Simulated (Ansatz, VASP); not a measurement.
WO: VASP beside Ansatz

```
CELL_PARAMETERS angstrom
0.00000 2.41259 2.41259
2.41259 0.00000 2.41259
2.41259 2.41259 0.00000
ATOMIC_POSITIONS crystal
W 0.00000 0.00000 0.00000
O 0.25000 0.25000 0.25000
```

Alike in both runs: task relaxation of cell and atoms; functional PBE; k mesh 10 × 10 × 10; occupations gaussian, width 0.02 eV; collinear spin; Hubbard terms W d U = 6.2 eV.

|  | VASP | Ansatz |
| --- | --- | --- |
| version | VASP 6.6.1 | Ansatz 0.2.0 |
| potentials or method | VASP PAW PBE potentials, release 64 (W_sv, O), cutoff 600 eV | scalar-relativistic, plane waves, PAW |
| valence electrons in the cell | 20 | 20 |

```tsv
	VASP	Ansatz	Ansatz less VASP
gap on the k mesh at the Fermi level, each at its own relaxed structure (eV)	0.67	1.15	+0.483
net moment per atom (μB)	1.00	1.00	0.000
size of the moment on the site where the two differ most (μB)	1.73	1.03	-0.700
relaxed volume (Å³/atom)	14.45	14.05	-0.406
relaxed cell length with the largest relative difference (Å)	3.445	3.412	-0.0325
```

Site moments also hang on the region over which each program counts them. The programs project onto different local orbitals, so the same U acts differently, and such runs can settle in different states.

Neither program's run includes spin-orbit coupling.
